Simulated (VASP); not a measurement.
Set up this calculation in VASP 6.6.1, as the native input.

| Item | Value |
| --- | --- |
| Task | single point |
| Functional | PBEsol |
| Potentials or basis | VASP PAW PBE potentials, release 64 (Co, Si) |
| Cutoff | 520 eV |
| k mesh | 6 × 6 × 6 |
| Occupations | gaussian, width 0.1 eV |
| Spin | no spin polarisation |
| Dipole correction | no |
| Further INCAR settings | ALGO = Normal; EDIFF = 1e-06; NBANDS = 16 |

The structure of CoSi2 lies in POSCAR:

```
CoSi2
1.0
    0.0000000000      2.6825000000      2.6825000000
    2.6825000000      0.0000000000      2.6825000000
    2.6825000000      2.6825000000      0.0000000000
Co Si
1 2
Direct
    0.0000000000      0.0000000000      0.0000000000
    0.2500000000      0.2500000000      0.2500000000
    0.7500000000      0.7500000000      0.7500000000
```

These files were run (other wordings do the same):

INCAR

```
PREC     = Accurate       # precision mode
ENCUT    = 520            # plane-wave cutoff, eV
EDIFF    = 1E-6           # SCF threshold, eV
ISMEAR   = 0              # smearing method
SIGMA    = 0.1            # smearing width, eV
LREAL    = False          # projectors in reciprocal space
LASPH    = True           # aspherical terms in the spheres
NELM     = 60             # most SCF steps
ALGO     = Normal         # electronic algorithm
ISIF     = 2              # what is computed and relaxed
LWAVE    = False          # write WAVECAR
LCHARG   = True           # write CHGCAR
GGA      = PS             # functional
LELF     = True           # ELF
LVHAR    = True         
NBANDS   = 16             # bands
```

KPOINTS

```
regular mesh
0
Gamma
  6 6 6
```

Potentials or basis: VASP PAW PBE potentials, release 64 (Co, Si).

Run with:

```sh
$ cat potpaw_PBE.64/Co/POTCAR potpaw_PBE.64/Si/POTCAR > POTCAR
$ mpirun -np 1 vasp_std > vasp.out
```

Results of the run:

```
Pressure : -5.3 GPa
```

Caveat: the PAW data sets were made with another functional, which shifts forces and pressure a little.

Run time: 17 s on 1 thread of AMD EPYC 7R13, with other jobs on the host, peak memory 0.13 GiB.
